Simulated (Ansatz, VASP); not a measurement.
## Two plane-wave programs on Si

```
Si
1.0
    -1.63566    1.63566    1.26567
     1.63566   -1.63566    1.26567
     1.63566    1.63566   -1.26567
Si
1
Direct
  0.00000 0.00000 0.00000
```

Change from the starting cell: strain +0.000 along x and y, -0.030 along z, atoms carried along.

Alike in both runs: task single point; functional LDA; k mesh 28 × 28 × 28; occupations gaussian, width 0.15 eV; no spin polarisation.

```csv
,VASP,Ansatz
version,VASP 6.6.1,Ansatz 0.2.0
potentials or method,"VASP PAW LDA potentials, release 64 (Si), cutoff 520 eV","scalar-relativistic, plane waves, PAW"
valence electrons in the cell,4,4
```

VASP gave:

| Property | Result |
| --- | --- |
| gap on the k mesh at the Fermi level (eV) | none |
| pressure (GPa) | 3.5 |
| traceless stress, the component that is largest in VASP (GPa) | 1.73 |

What did Ansatz give for the same quantities?

gap on the k mesh at the Fermi level (eV): none; pressure (GPa): 3.4; traceless stress, the component that is largest in VASP (GPa): 1.75.

LDA's correlation is that of Perdew and Zunger in VASP and of Perdew and Wang (1992) in Ansatz. A gap of «none» marks a metal or a gap that the smearing closes.
